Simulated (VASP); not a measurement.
A run of VASP 6.6.1 is set up as follows.

File INCAR:

```
SYSTEM = ZrGa3
ALGO = Normal
EDIFF = 1E-8
ENCUT = 520
GGA = CA
ISIF = 2
ISMEAR = -1
LASPH = .TRUE.
LCHARG = .FALSE.
LEFG = .TRUE.
LREAL = .FALSE.
LWAVE = .FALSE.
NBANDS = 34
NELM = 100
PREC = Accurate
SIGMA = 0.03
```

Contents of KPOINTS:

```
k-points
0
G
  12 12 12
  0 0 0
```

Contents of POSCAR:

```
ZrGa3
1.0
   -1.9788594822      1.9788594822      4.3499029010
    1.9788594822     -1.9788594822      4.3499029010
    1.9788594822      1.9788594822     -4.3499029010
Zr Ga
1 3
Direct
    0.0000000000      0.0000000000      0.0000000000
    0.5000000000      0.5000000000      0.0000000000
    0.7500000000      0.2500000000      0.5000000000
    0.2500000000      0.7500000000      0.5000000000
```

Potentials or basis: VASP PAW LDA potentials, release 64 (Zr_sv, Ga_d).

Command:

```bash
$ cat potpaw_LDA.64/Zr_sv/POTCAR potpaw_LDA.64/Ga_d/POTCAR > POTCAR
$ mpirun -np 1 vasp_std > vasp.out
```

Q: What does it give for the pressure?

A: -4.1 GPa.

Q: Estimate the band gap on the k mesh.

A: Zero (an odd number of electrons rules out a gap without spin polarisation).

Electric field gradients, principal values (V/Å²):
| atom | least | middle | greatest (by size) |
| --- | --- | --- | --- |
| 1 Zr | 23.613 | 23.614 | -47.227 |
| 2 Ga | -48.517 | -48.520 | 97.037 |
| 3 Ga | 23.779 | 23.782 | -47.561 |
| 4 Ga | 23.779 | 23.782 | -47.561 |

Caveat: the stress differs along the axes, from -7 to 2 GPa; without QUAD_EFG the Cq values of the log hold for a quadrupole moment of 1 mb, not for the nuclei.
